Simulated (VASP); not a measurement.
TiO2:

```
CELL_PARAMETERS angstrom
0.00000 2.34889 2.41004
2.34889 0.00000 2.41004
2.34889 2.34889 0.00000
ATOMIC_POSITIONS crystal
Ti 0.00000 0.00000 0.00000
O 0.25000 0.25000 0.25000
O 0.75000 0.75000 0.75000
```

This cell differs from its parent crystal: epitaxial xy strain -2.0%.

Base run:

```yaml
Program: VASP 6.6.1
Functional: r2SCAN
Potentials_or_basis: VASP PAW PBE potentials, release 64 (Ti_sv, O)
Cutoff: 520 eV
k_mesh: 10 × 10 × 10
Occupations: gaussian, width 0.01 eV
Spin: no spin polarisation
```

Its results: band gap on the k mesh 1.40 eV (least direct gap 2.11 eV); pressure 12.2 GPa.

The run is repeated on the same cell with these changes: functional from r2SCAN to PBE; occupations from gaussian, width 0.01 eV to fermi-dirac, width 0.02 eV. What comes out?

Band gap on the k mesh 0.97 eV (least direct gap 1.70 eV); pressure 17.2 GPa.

Caveats: the cell stands under pressure; the PAW data sets were made with another functional, which shifts forces and pressure a little (at least some runs).

A k mesh can miss the band edges.
